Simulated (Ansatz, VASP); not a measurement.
Te in VASP and in Ansatz

```xyz
3
Lattice="4.2341 -2.3712 0.0000 4.2341 2.3712 0.0000 -0.1305 0.0000 3.9969" Properties=species:S:1:pos:R:3 pbc="T T T"
Te    5.6364    0.0000    2.6979
Te    2.7013    0.0000    1.2990
Te    0.0000    0.0000    0.0000
```

Change from the starting cell: zz strain of +1 %.

Alike in both runs: task single point; functional LDA; k mesh 8 × 8 × 8; occupations fermi-dirac, width 0.05 eV; no spin polarisation.

```csv
,VASP,Ansatz
version,VASP 6.6.1,Ansatz 0.2.0
potentials or method,"VASP PAW LDA potentials, release 64 (Te), cutoff 520 eV","all-electron LAPW, scalar-relativistic"
```

```tsv
	VASP	Ansatz	Ansatz less VASP
pressure (GPa)	4.3	4.2	-0.09
traceless stress, the component that is largest in VASP (GPa)	1.02	1.11	+0.091
rms of the force components (eV/Å)	0.209	0.204	-0.0051
```

LDA's correlation is that of Perdew and Zunger in VASP and of Perdew and Wang (1992) in Ansatz. Atom by atom the forces differ by 0.006 eV/Å (rms over components). Ansatz ran all-electron here, and VASP with PAW potentials.

Neither program's run includes spin-orbit coupling.
